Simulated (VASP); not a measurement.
# CdS (NiAs type) (P6_3/mmc) in VASP: single point with PBE

Aim: the single point of CdS (NiAs type) with PBE.

Program: VASP 6.6.1. These are calculated values, not measurements. Logs are shortened: lines on timing, memory, paths and dates and some standing lists are left out, and cuts for length are marked.

### 1 The cell of the first run

Symmetry: P6_3/mmc, No. 194, hexagonal system. Conventional cell: a = 3.350 Å, b = 3.350 Å, c = 6.031 Å, α = 90.00°, β = 90.00°, γ = 120.00°. Within 3.2 Å of Cd (site symmetry -3m) lie 6 S at 2.45 Å and 2 Cd at 3.02 Å. S (site symmetry -6m2) has 6 Cd at 2.45 Å within 3.2 Å.

### 2 Single point, PBE

Input file INCAR:

```
  PREC = Accurate
  ENCUT = 630
  EDIFF = 1E-6
  ISMEAR = -1
  SIGMA = 0.08
  LREAL = False
  LASPH = True
  NELM = 120
  ALGO = Normal
  ISIF = 2
  LWAVE = False
  LCHARG = False
  GGA = PE
  NBANDS = 34
  GGA_COMPAT = False
```

Input file KPOINTS:

```
Automatic mesh
0
Gamma
  11 11 6
```

Input file POSCAR:

```
CdS
1.0
    3.3498793351      0.0000000000      0.0000000000
   -1.6749396675      2.9010806038      0.0000000000
    0.0000000000      0.0000000000      6.0307498372
Cd S
2 2
Direct
    0.0000000000      0.0000000000      0.0000000000
    0.0000000000      0.0000000000      0.5000000000
    0.3333333333      0.6666666667      0.2500000000
    0.6666666667      0.3333333333      0.7500000000
```

Potentials or basis: VASP PAW PBE potentials, release 64 (Cd_sv_GW, S).

The run is started by

```sh
$ cat potpaw_PBE.64/Cd_sv_GW/POTCAR potpaw_PBE.64/S/POTCAR > POTCAR
$ mpirun -np 1 vasp_std > vasp.out
```

OUTCAR:

```text
PREC = Accurate
   ENCUT = 630
   EDIFF = 1E-6
   ISMEAR = -1
   LREAL = False
   LASPH = True
   NELM = 120
   ISIF = 2
   GGA = PE

 ion  position               nearest neighbor table
   1  0.000  0.000  0.000-   3 2.45   4 2.45   3 2.45   4 2.45   4 2.45   3 2.45
   2  0.000  0.000  0.500-   3 2.45   4 2.45   3 2.45   4 2.45   4 2.45   3 2.45
   3  0.333  0.667  0.250-   1 2.45   2 2.45   1 2.45   2 2.45   1 2.45   2 2.45
   4  0.667  0.333  0.750-   1 2.45   2 2.45   1 2.45   2 2.45   1 2.45   2 2.45

  LATTYP: Found a hexagonal cell.
 ALAT       =     3.3498793351
 C/A-ratio  =     1.8002886773

  Lattice vectors:

 A1 = (   3.3498793351,   0.0000000000,   0.0000000000)
 A2 = (  -1.6749396675,   2.9010806038,   0.0000000000)
 A3 = (   0.0000000000,   0.0000000000,   6.0307498372)

Analysis of symmetry for initial positions (statically):
=====================================================================
 Subroutine PRICEL returns:
 Original cell was already a primitive cell.

 Routine SETGRP: Setting up the symmetry group for a
 hexagonal supercell.

 Subroutine GETGRP returns: Found 24 space group operations
 (whereof 12 operations were pure point group operations)
 out of a pool of 24 trial point group operations.

The static configuration has the point symmetry D_3d.
 The point group associated with its full space group is D_6h.

Analysis of symmetry for dynamics (positions and initial velocities):
=====================================================================
 Subroutine PRICEL returns:
 Original cell was already a primitive cell.

 Routine SETGRP: Setting up the symmetry group for a
 hexagonal supercell.

 Subroutine GETGRP returns: Found 24 space group operations
 (whereof 12 operations were pure point group operations)
 out of a pool of 24 trial point group operations.

The dynamic configuration has the point symmetry D_3d.
 The point group associated with its full space group is D_6h.

 Subroutine INISYM returns: Found 24 space group operations
 (whereof 12 operations are pure point group operations),
 and found     1 'primitive' translations

----------------------------------------------------------------------------------------

                                     Primitive cell

  volume of cell :      58.6085

  direct lattice vectors                    reciprocal lattice vectors
     3.349879335  0.000000000  0.000000000     0.298518215  0.172349572  0.000000000
    -1.674939667  2.901080604  0.000000000     0.000000000  0.344699144  0.000000000
     0.000000000  0.000000000  6.030749837     0.000000000  0.000000000  0.165816860

  length of vectors
     3.349879335  3.349879335  6.030749837     0.344699144  0.344699144  0.165816860

  position of ions in fractional coordinates (direct lattice)
     0.000000000  0.000000000  0.000000000
     0.000000000  0.000000000  0.500000000
     0.333333333  0.666666667  0.250000000
     0.666666667  0.333333333  0.750000000

  ion indices of the primitive-cell ions
   primitive index   ion index
                 1           1
                 2           2
                 3           3
                 4           4

----------------------------------------------------------------------------------------

 KPOINTS: Automatic mesh

Automatic generation of k-mesh.
 Grid dimensions read from file:
 generate k-points for:   11   11    6

 Generating k-lattice:

  Cartesian coordinates                     Fractional coordinates (reciprocal lattice)
     0.027138020  0.015668143  0.000000000     0.090909091 -0.000000000  0.000000000
     0.000000000  0.031336286  0.000000000     0.000000000  0.090909091  0.000000000
     0.000000000  0.000000000  0.027636143     0.000000000  0.000000000  0.166666667

  Length of vectors
     0.031336286  0.031336286  0.027636143

  Shift w.r.t. Gamma in fractional coordinates (k-lattice)
     0.000000000  0.000000000  0.000000000

 Subroutine IBZKPT returns following result:
 ===========================================

 Found     64 irreducible k-points:

 Following reciprocal coordinates:
            Coordinates               Weight
  0.000000  0.000000  0.000000      1.000000
  0.090909  0.000000  0.000000      6.000000
  0.181818  0.000000  0.000000      6.000000
  0.272727  0.000000  0.000000      6.000000
  0.363636  0.000000  0.000000      6.000000
  0.454545  0.000000  0.000000      6.000000
[... 16 lines left out ...]
  0.090909  0.090909  0.166667     12.000000
  0.181818  0.090909  0.166667     24.000000
 [... further k-points ...]
   k-points           NKPTS =     64   k-points in BZ     NKDIM =     64   number of bands    NBANDS=     34
   number of dos      NEDOS =    301   number of ions     NIONS =      4
   total plane-waves  NPLWV =  39200
   dimension x,y,z NGX =    28 NGY =   28 NGZ =   50
   dimension x,y,z NGXF=    56 NGYF=   56 NGZF=  100
   ions per type =               2   2
   NGX,Y,Z   is equivalent  to a cutoff of  13.90, 13.90, 13.78 a.u.
   NGXF,Y,Z  is equivalent  to a cutoff of  27.79, 27.79, 27.57 a.u.
 SYSTEM =  unknown system
   PREC   = accura    normal or accurate (medium, high low for compatibility)
   ISTART =      0    job   : 0-new  1-cont  2-samecut
   ICHARG =      2    charge: 1-file 2-atom 10-const
   ISPIN  =      1    spin polarized calculation?
   LNONCOLLINEAR =      F non collinear calculations
   LSORBIT =      F    spin-orbit coupling
   LASPH  =      T    aspherical Exc in radial PAW
   ENCUT  =  630.0 eV  46.30 Ry    6.80 a.u.   6.86  6.86 12.34*2*pi/ulx,y,z
   NELM   =    120;   NELMIN=  2; NELMDL= -5     # of ELM steps
   EDIFF  = 0.1E-05   stopping-criterion for ELM
   LREAL  =      F    real-space projection
[... 7 lines left out ...]
   TEBEG  =    0.0;   TEEND  =   0.0 temperature during run
   PSTRESS=    0.0 pullay stress
   NELECT =      52.0000    total number of electrons
   NUPDOWN=      -1.0000    fix difference up-down
   EMIN   =  10.00;   EMAX   =-10.00  energy-range for DOS
   EFERMI =   0.00;   METHOD = LEGACY
   ISMEAR =    -1;   SIGMA  =   0.08  broadening in eV -4-tet -1-fermi 0-gaus
   EFERMI_NEDOS =   21; number of points for ismear=-14 and -15
   IALGO  =     38    algorithm
   IMIX   =      4    mixing-type and parameters
     AMIX     =   0.40;   BMIX     =  1.00
     AMIX_MAG =   1.60;   BMIX_MAG =  1.00
  volume/ion in A,a.u.               =      14.65        98.88
  Fermi-wavevector in a.u.,A,eV,Ry     =   1.573098  2.972725 33.669496  2.474638
  Thomas-Fermi vector in A             =   2.674434
   LORBIT       =      0    0 simple, 1 ext, 2 COOP (PROOUT), +10 PAW based schemes
   GGA     = PE    functional components
   LHFCALC =     F    Hartree Fock is set to
   AEXX    =    0.0000 exact exchange contribution
   IVDW    =     0    specifies the selected vdW correction
   LEPSILON=     F    determine dielectric tensor
   LRPA    =     F    only Hartree local field effects (RPA)
 non-spin polarized calculation
  energy-cutoff  :      630.00
  volume of cell :       58.61
 maximum number of plane-waves:      2124
 NGX is ok and might be reduce to    28
   NGX = 13   NGY = 13   NGZ = 25

 number of electron      52.0000006 magnetization

 Free energy of the ion-electron system (eV)
  ---------------------------------------------------
  ext. energy  EPLUGINS =         0.00000000
  ---------------------------------------------------
  free energy    TOTEN  =        -8.35105420 eV

  energy without entropy =       -8.34988942  energy(sigma->0) =       -8.35047181

 E-fermi :  10.0988     XC(G=0): -12.3340

 val. band max:        9.9084992815   @ k =   0.0000   0.0000   0.0000
 cond. band min:      10.2697342772   @ k =   0.3636   0.2727   0.0000
 fundamental gap:      0.3612349957
 Fermi energy:        10.0987839215

 k-point     1 :       0.0000    0.0000    0.0000
  band No.  band energies     occupation
      1     -93.0376      2.00000
      2     -93.0357      2.00000
      3     -54.1388      2.00000
      4     -54.1241      2.00000
      5     -54.1241      2.00000
      6     -54.1214      2.00000
[... 26 lines left out ...]
     33      20.0344      0.00000
     34      20.0438      0.00000

 k-point     2 :       0.0909    0.0000    0.0000
  band No.  band energies     occupation
      1     -93.0375      2.00000
      2     -93.0357      2.00000
      3     -54.1386      2.00000
      4     -54.1250      2.00000
      5     -54.1243      2.00000
      6     -54.1223      2.00000
[... 26 lines left out ...]
     33      18.6940      0.00000
     34      19.1204      0.00000

 k-point     3 :       0.1818    0.0000    0.0000
  band No.  band energies     occupation
      1     -93.0374      2.00000
      2     -93.0356      2.00000
      3     -54.1383      2.00000
      4     -54.1277      2.00000
      5     -54.1250      2.00000
      6     -54.1248      2.00000
[... 26 lines left out ...]
     33      17.9738      0.00000
     34      18.5401      0.00000

 k-point     4 :       0.2727    0.0000    0.0000
  band No.  band energies     occupation
      1     -93.0372      2.00000
      2     -93.0354      2.00000
      3     -54.1378      2.00000
      4     -54.1311      2.00000
      5     -54.1281      2.00000
      6     -54.1259      2.00000
[... 26 lines left out ...]
     33      17.6860      0.00000
     34      19.6539      0.00000

 k-point     5 :       0.3636    0.0000    0.0000
  band No.  band energies     occupation
      1     -93.0371      2.00000
      2     -93.0353      2.00000
      3     -54.1374      2.00000
      4     -54.1341      2.00000
      5     -54.1311      2.00000
      6     -54.1267      2.00000
[... 621 lines left out ...]
 k-point    22 :       0.4545    0.0000    0.1667
  band No.  band energies     occupation
      1     -93.0368      2.00000
      2     -93.0353      2.00000
      3     -54.1358      2.00000
      4     -54.1349      2.00000
      5     -54.1331      2.00000
      6     -54.1271      2.00000
[... 26 lines left out ...]
     33      19.7531      0.00000
     34      21.9120      0.00000

 k-point    23 :       0.0909    0.0909    0.1667
  band No.  band energies     occupation
      1     -93.0373      2.00000
      2     -93.0357      2.00000
      3     -54.1361      2.00000
      4     -54.1266      2.00000
      5     -54.1247      2.00000
      6     -54.1242      2.00000
[... 26 lines left out ...]
     33      18.1163      0.00000
     34      18.2006      0.00000

 k-point    24 :       0.1818    0.0909    0.1667
  band No.  band energies     occupation
      1     -93.0372      2.00000
      2     -93.0356      2.00000
      3     -54.1358      2.00000
      4     -54.1295      2.00000
      5     -54.1269      2.00000
      6     -54.1256      2.00000
[... 26 lines left out ...]
     33      18.1105      0.00000
     34      18.7171      0.00000

 [... further k-points ...]
[... 5 lines left out ...]
  --------------------------------------------------------------------------------------
  -------------------------------------------------------------------------------------
  Total       21.4593101     21.4593101     21.4790183      0.0000000     -0.0000000     -0.0000000
  in kB      586.6324265    586.6324265    587.1711896      0.0000000     -0.0000000     -0.0000000
  external PRESSURE =     586.8120142 kB  Pullay stress =       0.0000000 kB

 VOLUME and BASIS-vectors are now :
 -----------------------------------------------------------------------------
  energy-cutoff  :      630.00
  volume of cell :       58.61
      direct lattice vectors                 reciprocal lattice vectors
     3.349879335  0.000000000  0.000000000     0.298518215  0.172349572  0.000000000
    -1.674939667  2.901080604  0.000000000     0.000000000  0.344699144  0.000000000
     0.000000000  0.000000000  6.030749837     0.000000000  0.000000000  0.165816860

 POSITION                                       TOTAL-FORCE (eV/Angst)
 -----------------------------------------------------------------------------------
      0.00000      0.00000      0.00000         0.000000      0.000000      0.000000
      0.00000      0.00000      3.01537         0.000000      0.000000      0.000000
     -0.00000      1.93405      1.50769         0.000000      0.000000      0.000000
      1.67494      0.96703      4.52306        -0.000000     -0.000000     -0.000000
 -----------------------------------------------------------------------------------
    total drift:                               -0.000000      0.000000      0.000000

  FREE ENERGIE OF THE ION-ELECTRON SYSTEM (eV)
  ---------------------------------------------------
  free  energy   TOTEN  =        -8.3510542020 eV

  energy  without entropy=       -8.3498894250  energy(sigma->0) =       -8.35047181
```

It took 2.6 min on 1 thread of Intel Xeon Platinum 8259CL at 2.50GHz (Skylake/Cascade Lake), shared host; peak memory 0.31 GiB.

Results:

```
Free energy            : -8.3511 eV
Pressure               : 58.7 GPa
Band gap on the k mesh : 0.36 eV (least direct gap 2.18 eV)
```

Levels at points of the mesh, in eV from the valence-band top:
| k point | band 22 | band 23 | band 24 | band 25 | band 26 | band 27 | band 28 | band 29 | band 30 | band 31 |
| --- | --- | --- | --- | --- | --- | --- | --- | --- | --- | --- |
| (0.00, 0.00, 0.00) | -2.83 | -1.69 | -1.69 | 0.00 | 0.00 | 2.18 | 3.34 | 6.41 | 6.41 | 8.03 |
| (0.00, 0.00, 0.50) | -5.61 | -0.81 | -0.81 | -0.81 | -0.81 | 4.43 | 4.43 | 6.60 | 6.60 | 7.28 |

Caveat: the cell stands under pressure; semilocal functionals underestimate gaps, and a narrow one can read as zero. A k mesh can miss the band edges.
